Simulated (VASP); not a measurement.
## NaCl: single point with r2SCAN

The system is NaCl.

```
Na Cl
1.0
     0.00000    2.60782    2.60782
     2.60782    0.00000    2.60782
     2.60782    2.60782    0.00000
Na Cl
1 1
Direct
  0.00000 0.00000 0.00000
  0.50000 0.50000 0.50000
```

| Property | Result |
| --- | --- |
| Program | VASP 6.6.1 |
| Task | single point |
| Functional | r2SCAN |
| Potentials or basis | VASP PAW PBE potentials, release 64 (Na_pv, Cl) |
| Cutoff | 520 eV |
| k mesh | 8 × 8 × 8 |
| Occupations | gaussian, width 0.01 eV |
| Spin | no spin polarisation |

The pressure is 9.6 GPa and the band gap on the k mesh is 7.09 eV.

Levels at points of the mesh, in eV from the valence-band top:
| k point | band 3 | band 4 | band 5 | band 6 | band 7 | band 8 | band 9 | band 10 | band 11 | band 12 |
| --- | --- | --- | --- | --- | --- | --- | --- | --- | --- | --- |
| (0.00, 0.00, 0.00) | -21.20 | -13.90 | 0.00 | 0.00 | 0.00 | 7.09 | 11.89 | 11.89 | 11.89 | 14.47 |
| (0.50, 0.00, 0.00) | -21.21 | -13.23 | -2.76 | -0.45 | -0.45 | 8.35 | 12.29 | 12.29 | 13.73 | 17.74 |
| (0.50, 0.50, 0.00) | -21.23 | -13.18 | -2.41 | -0.88 | -0.88 | 8.28 | 9.11 | 14.15 | 16.85 | 18.29 |

Run time: 25 s on 1 thread of Intel(R) Xeon(R) 6975P-C (Granite Rapids), with other jobs on the host, peak memory 0.15 GiB.

Caveat: the cell stands under pressure; the PAW data sets were made with another functional, which shifts forces and pressure a little.
